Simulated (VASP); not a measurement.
# PbSe (I4/mmm) in VASP: notebook

PbSe is run at these levels: PBE+D3(BJ); tasks: single point.

Program: VASP 6.6.1. These are calculated values, not measurements. Logs are shortened: lines on timing, memory, paths and dates and some standing lists are left out, and cuts for length are marked.

## Step 1: The cell of the first run

It takes space group I4/mmm (No. 139, tetragonal). Conventional cell: a = 4.463 Å, b = 4.463 Å, c = 6.211 Å, α = 90.00°, β = 90.00°, γ = 90.00°. Pb (site symmetry 4/mmm) has 6 Se at 3.11 to 3.16 Å within 4.1 Å. Se (site symmetry 4/mmm) has 6 Pb at 3.11 to 3.16 Å within 4.1 Å.

## Step 2: Single point, PBE+D3(BJ) (30.93 Å³/atom)

INCAR reads:

```
ALGO = Normal ; EDIFF = 1E-7
ENCUT = 520 ; GGA = PE
ISIF = 2 ; ISMEAR = 0
IVDW = 12 ; LASPH = T
LCHARG = F ; LREAL = F
LWAVE = F ; NBANDS = 17
NELM = 80 ; PREC = Accurate
SIGMA = 0.03
```

KPOINTS reads:

```
k-points
0
Gamma
  10 10 10
```

POSCAR reads:

```
PbSe
1.0
    0.0000000000      3.1558297266      3.1056520340
    3.1558297266      0.0000000000      3.1056520340
    3.1558297266      3.1558297266      0.0000000000
Pb Se
1 1
Direct
    0.0000000000      0.0000000000      0.0000000000
    0.5000000000      0.5000000000      0.5000000000
```

Potentials or basis: VASP PAW PBE potentials, release 64 (Pb_d, Se).

Run with:

```sh
$ cat potpaw_PBE.64/Pb_d/POTCAR potpaw_PBE.64/Se/POTCAR > POTCAR
$ mpirun -np 1 vasp_std > vasp.out
```

OUTCAR:

```text
EDIFF = 1E-7
   ENCUT = 520
   GGA = PE
   ISIF = 2
   ISMEAR = 0
   IVDW = 12
   LASPH = T
   LREAL = F
   NELM = 80
   PREC = Accurate
 IVDW          = 12

 ion  position               nearest neighbor table
   1  0.000  0.000  0.000-   2 3.11   2 3.11   2 3.16   2 3.16   2 3.16   2 3.16
   2  0.500  0.500  0.500-   1 3.11   1 3.11   1 3.16   1 3.16   1 3.16   1 3.16

  LATTYP: Found a body centered tetragonal cell.
 ALAT       =     4.4630171999
 C/A-ratio  =     1.3917275668

  Lattice vectors:

 A1 = (   0.0000000000,  -3.1558297266,  -3.1056520340)
 A2 = (   0.0000000000,   3.1558297266,  -3.1056520340)
 A3 = (   3.1558297266,   0.0000000000,   3.1056520340)

Analysis of symmetry for initial positions (statically):
=====================================================================
 Subroutine PRICEL returns:
 Original cell was already a primitive cell.

 Routine SETGRP: Setting up the symmetry group for a
 body centered tetragonal supercell.

 Subroutine GETGRP returns: Found 16 space group operations
 (whereof 16 operations were pure point group operations)
 out of a pool of 16 trial point group operations.

The static configuration has the point symmetry D_4h.

Analysis of symmetry for dynamics (positions and initial velocities):
=====================================================================
 Subroutine PRICEL returns:
 Original cell was already a primitive cell.

 Routine SETGRP: Setting up the symmetry group for a
 body centered tetragonal supercell.

 Subroutine GETGRP returns: Found 16 space group operations
 (whereof 16 operations were pure point group operations)
 out of a pool of 16 trial point group operations.

The dynamic configuration has the point symmetry D_4h.

 Subroutine INISYM returns: Found 16 space group operations
 (whereof 16 operations are pure point group operations),
 and found     1 'primitive' translations

----------------------------------------------------------------------------------------

                                     Primitive cell

  volume of cell :      61.8600

  direct lattice vectors                    reciprocal lattice vectors
     0.000000000  3.155829727  3.105652034    -0.158436938  0.158436938  0.160996787
     3.155829727  0.000000000  3.105652034     0.158436938 -0.158436938  0.160996787
     3.155829727  3.155829727  0.000000000     0.158436938  0.158436938 -0.160996787

  length of vectors
     4.427678378  4.427678378  4.463017200     0.275906673  0.275906673  0.275906673

  position of ions in fractional coordinates (direct lattice)
[... 80 lines left out ...]
   LREAL  =      F    real-space projection
   EDIFFG = 0.1E-05   stopping-criterion for IOM
   NSW    =      0    number of steps for IOM
   IBRION =     -1    ionic relax: 0-MD 1-quasi-New 2-CG
   NFREE  =      0    steps in history (QN), initial steepest desc. (CG)
   ISIF   =      2    stress and relaxation
   ISYM   =      2    0-nonsym 1-usesym 2-fastsym
   POTIM  = 0.5000    time-step for ionic-motion
   TEBEG  =    0.0;   TEEND  =   0.0 temperature during run
   PSTRESS=    0.0 pullay stress
   NELECT =      20.0000    total number of electrons
   NUPDOWN=      -1.0000    fix difference up-down
   EMIN   =  10.00;   EMAX   =-10.00  energy-range for DOS
   EFERMI =   0.00;   METHOD = LEGACY
   ISMEAR =     0;   SIGMA  =   0.03  broadening in eV -4-tet -1-fermi 0-gaus
   EFERMI_NEDOS =   21; number of points for ismear=-14 and -15
   IALGO  =     38    algorithm
   IMIX   =      4    mixing-type and parameters
     AMIX     =   0.40;   BMIX     =  1.00
     AMIX_MAG =   1.60;   BMIX_MAG =  1.00
  volume/ion in A,a.u.               =      30.93       208.73
  Fermi-wavevector in a.u.,A,eV,Ry     =   1.123608  2.123311 17.177289  1.262495
  Thomas-Fermi vector in A             =   2.260275
   LORBIT       =      0    0 simple, 1 ext, 2 COOP (PROOUT), +10 PAW based schemes
   GGA     = PE    functional components
   LHFCALC =     F    Hartree Fock is set to
   AEXX    =    0.0000 exact exchange contribution
   IVDW    =    12    specifies the selected vdW correction
   LEPSILON=     F    determine dielectric tensor
   LRPA    =     F    only Hartree local field effects (RPA)
 non-spin polarized calculation
 Gauss-broadening in eV      SIGMA  =   0.03
  energy-cutoff  :      520.00
  volume of cell :       61.86
 maximum number of plane-waves:      1687
 NGX is ok and might be reduce to    36
   NGX = 17   NGY = 17   NGZ = 17

 number of electron      19.9999999 magnetization

 Free energy of the ion-electron system (eV)
  ---------------------------------------------------
  ext. energy  EPLUGINS =         0.00000000
  ---------------------------------------------------
  free energy    TOTEN  =        -8.18830606 eV

  energy without entropy =       -8.18830606  energy(sigma->0) =       -8.18830606

 E-fermi :   4.3194     XC(G=0):  -9.1839

 val. band max:        4.1216713929   @ k =   0.5000   0.0000   0.0000
 cond. band min:       4.6331216194   @ k =   0.5000   0.0000   0.0000
 fundamental gap:      0.5114502265
 Fermi energy:         4.3193832706

 k-point     1 :       0.0000    0.0000    0.0000
  band No.  band energies     occupation
      1     -12.5707      2.00000
      2     -12.5647      2.00000
      3     -12.5647      2.00000
      4     -12.5647      2.00000
      5     -12.5545      2.00000
      6      -8.8179      2.00000
[... 457 lines left out ...]
      4     -12.5391      2.00000
      5     -12.5374      2.00000
      6      -7.8924      2.00000
[... 9 lines left out ...]
     16      14.7304      0.00000
     17      15.5494      0.00000

 [... further k-points ...]

------------------------ aborting loop because EDIFF is reached ----------------------------------------

 Edisp (eV)   -0.68306

 E8    (eV) :    -0.3191

  FORCE on cell =-STRESS in cart. coord.  units (eV):
  Direction    XX          YY          ZZ          XY          YZ          ZX
  --------------------------------------------------------------------------------------
  -------------------------------------------------------------------------------------
  Total      -1.25454    -1.25454    -0.68292     0.00000    -0.00000    -0.00000
  in kB     -32.49264   -32.49264   -17.68768     0.00000    -0.00000    -0.00000
  external pressure =      -27.56 kB  Pullay stress =        0.00 kB

 VOLUME and BASIS-vectors are now :
 -----------------------------------------------------------------------------
  energy-cutoff  :      520.00
  volume of cell :       61.86
      direct lattice vectors                 reciprocal lattice vectors
     0.000000000  3.155829727  3.105652034    -0.158436938  0.158436938  0.160996787
     3.155829727  0.000000000  3.105652034     0.158436938 -0.158436938  0.160996787
     3.155829727  3.155829727  0.000000000     0.158436938  0.158436938 -0.160996787

 POSITION                                       TOTAL-FORCE (eV/Angst)
 -----------------------------------------------------------------------------------
      0.00000      0.00000      0.00000         0.000000     -0.000000      0.000000
      3.15583      3.15583      3.10565        -0.000000      0.000000      0.000000
 -----------------------------------------------------------------------------------
    total drift:                               -0.000000      0.000000      0.000000

  FREE ENERGIE OF THE ION-ELECTRON SYSTEM (eV)
  ---------------------------------------------------
  free  energy   TOTEN  =        -8.8713624382 eV

  energy  without entropy=       -8.8713624382  energy(sigma->0) =       -8.87136244
```

OSZICAR:

```text
N       E                     dE             d eps       ncg     rms          rms(c)
DAV:   1     0.155631930321E+03    0.15563E+03   -0.94239E+03  3476   0.118E+03
DAV:   2     0.345327173803E+01   -0.15218E+03   -0.14680E+03  3705   0.301E+02
DAV:   3    -0.824578936017E+01   -0.11699E+02   -0.11620E+02  4447   0.893E+01
DAV:   4    -0.852439774756E+01   -0.27861E+00   -0.27837E+00  4346   0.156E+01
DAV:   5    -0.853381094766E+01   -0.94132E-02   -0.94128E-02  4921   0.272E+00    0.270E+00
DAV:   6    -0.818857735567E+01    0.34523E+00   -0.89379E-01  5170   0.596E+00    0.143E+00
DAV:   7    -0.818494142206E+01    0.36359E-02   -0.13110E-01  4072   0.166E+00    0.831E-01
DAV:   8    -0.818887645990E+01   -0.39350E-02   -0.15784E-02  4209   0.129E+00    0.208E-01
DAV:   9    -0.818818936118E+01    0.68710E-03   -0.34076E-03  5337   0.508E-01    0.678E-02
DAV:  10    -0.818829712728E+01   -0.10777E-03   -0.26535E-04  4056   0.967E-02    0.234E-02
DAV:  11    -0.818830588768E+01   -0.87604E-05   -0.51673E-05  4576   0.731E-02    0.782E-03
DAV:  12    -0.818830600858E+01   -0.12091E-06   -0.26814E-06  4459   0.113E-02    0.163E-03
DAV:  13    -0.818830606411E+01   -0.55531E-07   -0.21404E-07  4367   0.384E-03
   1 F= -.88713624E+01 E0= -.88713624E+01  d E =-.928444E-23
```

stdout:

```text
POSCAR found type information on POSCAR PbSe
 POSCAR found :  2 types and       2 ions
 scaLAPACK will be used
 LDA part: xc-table for (Slater+PW92), standard interpolation
 POSCAR, INCAR and KPOINTS ok, starting setup
 FFT: planning ... GRIDC
 FFT: planning ... GRID_SOFT
 FFT: planning ... GRID
 WAVECAR not read
 entering main loop
```

Run time: 70 s. Hardware: 1 thread of AMD EPYC 9R45 (Zen 5), shared host; peak memory 0.26 GiB.

Results:

```yaml
Free_energy: -8.8714 eV
Pressure: -2.8 GPa
Band_gap_on_the_k_mesh: 0.51 eV
Dispersion_energy_per_atom: -0.342 eV
```

Stress tensor (GPa, compression positive):
```
-3.25  0.00  0.00
 0.00 -3.25  0.00
 0.00  0.00 -1.77
```

Caveat: spin-orbit coupling is left out, which moves the levels of the heavy elements.

[end of part 1 of 3]
